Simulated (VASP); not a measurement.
Input of a VASP 6.6.1 run:

INCAR

```
PREC     = Accurate       # precision mode
ENCUT    = 520            # plane-wave cutoff, eV
EDIFF    = 1E-6           # SCF threshold, eV
ISMEAR   = -1             # smearing method
SIGMA    = 0.01           # smearing width, eV
LREAL    = F              # projectors in reciprocal space
LASPH    = T              # aspherical terms in the spheres
NELM     = 100            # most SCF steps
ALGO     = Normal         # electronic algorithm
ISIF     = 2              # what is computed and relaxed
LWAVE    = F              # write WAVECAR
LCHARG   = F              # write CHGCAR
GGA      = PE             # functional
NBANDS   = 16             # bands
```

The input KPOINTS:

```
regular mesh
0
Gamma
  9 9 9
```

Contents of POSCAR:

```
AgCl
1.0
    3.5026524600      0.0000000000      0.0000000000
    0.0000000000      3.5026524600      0.0000000000
    0.0000000000      0.0000000000      3.4339730000
Ag Cl
1 1
Direct
    0.0000000000      0.0000000000      0.0000000000
    0.5000000000      0.5000000000      0.5000000000
```

Potentials or basis: VASP PAW PBE potentials, release 64 (Ag, Cl).

The run is started by

```sh
$ cat potpaw_PBE.64/Ag/POTCAR potpaw_PBE.64/Cl/POTCAR > POTCAR
$ mpirun -np 1 vasp_std > vasp.out
```

Problem. What does it give for the band gap on the k mesh?

Solution. 0.57 eV (least direct gap 1.82 eV).

Problem. Predict the pressure.

Solution. -1.9 GPa.

Stress tensor (GPa, compression positive):
```
-2.20  0.00  0.00
 0.00 -2.20  0.00
 0.00  0.00 -1.28
```

Caveat: the cell differs from its parent crystal (equal xx and yy strain of +2 %); an odd mesh through Γ misses points on the zone boundary, where band edges can lie.
